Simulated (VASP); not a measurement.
Here is a VASP 6.6.1 calculation.

The input INCAR:

```
  PREC = Accurate
  ENCUT = 520
  EDIFF = 1E-7
  ISMEAR = 0
  SIGMA = 0.1
  LREAL = F
  LASPH = T
  NELM = 60
  ALGO = Fast
  ISIF = 2
  LWAVE = F
  LCHARG = F
  GGA = PE
  NBANDS = 38
```

Contents of KPOINTS:

```
regular mesh
0
Gamma
  10 10 4
```

The input POSCAR:

```
HPb2
1.0
    3.5834331517      0.0000000000      0.0000000000
    0.0000000000      3.5834331517      0.0000000000
    0.0000000000      0.0000000000     11.0736403972
H Pb
2 4
Direct
    0.0000000000      0.0000000000      0.0000000000
    0.5000000000      0.5000000000      0.5000000000
    0.0000000000      0.5000000000      0.1376632280
    0.0000000000      0.5000000000      0.6376632280
    0.5000000000      0.0000000000      0.3623367720
    0.5000000000      0.0000000000      0.8623367720
```

Potentials or basis: VASP PAW PBE potentials, release 64 (H, Pb_d).

Launch:

```sh
$ cat potpaw_PBE.64/H/POTCAR potpaw_PBE.64/Pb_d/POTCAR > POTCAR
$ mpirun -np 1 vasp_std > vasp.out
```

What does it give for the band gap on the k mesh?

Zero (bands 29 and 30 overlap by 4.26 eV).

Predict the pressure.

-0.1 GPa.

Caveat: spin-orbit coupling is left out, which moves the levels of the heavy elements.
